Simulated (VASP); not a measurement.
# ZrB: single point with PBE

The system is ZrB.

```
CELL_PARAMETERS angstrom
3.17663 0.00000 0.00000
0.00000 3.17663 0.00000
0.00000 0.00000 2.71901
ATOMIC_POSITIONS crystal
Zr 0.50000 0.50000 0.00000
B 0.00000 0.00000 0.50000
```

The cell was built from a structure type or drawn by symmetry, and may not be a known phase.

```yaml
Program: VASP 6.6.1
Task: single point
Functional: PBE
Potentials_or_basis: VASP PAW PBE potentials, release 64 (Zr_sv, B)
Cutoff: 520 eV
k_mesh: 18 × 18 × 20
Occupations: gaussian, width 0.1 eV
Spin: no spin polarisation
```

```yaml
Pressure: 0.1 GPa
Band_gap_on_the_k_mesh: zero (an odd number of electrons rules out a gap without spin polarisation)
```

Stress tensor (GPa, compression positive):
```
0.07 0.00 0.00
0.00 0.07 0.00
0.00 0.00 0.17
```

Levels at points of the mesh, in eV from the Fermi level:
```csv
k point,band 4,band 5,band 6,band 7,band 8,band 9,band 10,band 11,band 12,band 13
"(0.00, 0.00, 0.00)",-25.58,-9.66,-1.92,-1.91,1.70,1.70,3.65,4.63,5.51,5.51
"(0.50, 0.00, 0.00)",-25.53,-6.64,-5.28,-1.35,-1.24,1.94,5.09,5.77,8.32,8.91
"(0.50, 0.50, 0.00)",-25.48,-7.68,-1.83,-1.83,-1.37,3.98,3.98,5.42,5.65,7.15
"(0.00, 0.00, 0.50)",-26.12,-5.26,-5.06,-1.09,-1.09,-0.09,4.57,7.72,7.72,7.86
"(0.50, 0.00, 0.50)",-26.07,-6.71,-2.05,-0.87,-0.30,1.01,2.25,3.19,5.23,6.85
"(0.50, 0.50, 0.50)",-26.60,-4.62,-4.62,-4.38,-2.79,6.18,7.41,7.41,7.78,8.73
```

Wall time 82 s on 1 thread of AMD EPYC 9R45 96-Core Processor (Zen 5), with other jobs on the host, peak memory 0.3 GiB.
